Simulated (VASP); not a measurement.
Here is a VASP 6.6.1 calculation.

The input POSCAR:

```
Al2Ru
1.0
    0.0000000000      3.9898374997      4.3915250777
    2.3524746913      0.0000000000      4.3915250777
    2.3524746913      3.9898374997      0.0000000000
Al Ru
4 2
Direct
    0.0790610300      0.4209389700      0.0790610300
    0.4209389700      0.0790610300      0.4209389700
    0.1709389700      0.8290610300      0.1709389700
    0.8290610300      0.1709389700      0.8290610300
    0.7500000000      0.7500000000      0.7500000000
    0.5000000000      0.5000000000      0.5000000000
```

INCAR.step1

```
PREC = Accurate
ENCUT = 520
ISMEAR = -1
SIGMA = 0.03
LREAL = F
LASPH = T
NELM = 100
NBANDS = 29
GGA = PE
ALGO = Normal
EDIFF = 1E-4
LWAVE = T
LCHARG = F
```

Contents of INCAR.step2:

```
PREC = Accurate
ENCUT = 520
EDIFF = 1E-7
ISMEAR = -1
SIGMA = 0.03
LREAL = F
LASPH = T
NELM = 100
ALGO = Normal
ISIF = 2
LWAVE = F
LCHARG = F
METAGGA = R2SCAN
LMIXTAU = T
NBANDS = 29
ISTART = 1
```

KPOINTS

```
Automatic mesh
0
Gamma
  10 10 10
```

Potentials or basis: VASP PAW PBE potentials, release 64 (Al, Ru_pv).

Launch:

```sh
$ cat potpaw_PBE.64/Al/POTCAR potpaw_PBE.64/Ru_pv/POTCAR > POTCAR
$ cp INCAR.step1 INCAR
$ mpirun -np 1 vasp_std > vasp.out
$ cp INCAR.step2 INCAR
$ mpirun -np 1 vasp_std > vasp.out
```

**Question.** Estimate the pressure.

**Answer.** -0.1 GPa.

**Question.** Estimate the largest force.

**Answer.** 0.005 eV/Å.

Forces in eV/Å, atoms in the order of the input:
```
Al   0.000  0.005  0.000
Al   0.000 -0.005  0.000
Al   0.000 -0.005  0.000
Al   0.000  0.005  0.000
Ru   0.000  0.000  0.000
Ru   0.000  0.000  0.000
```

Caveat: the PAW data sets were made with another functional, which shifts forces and pressure a little.
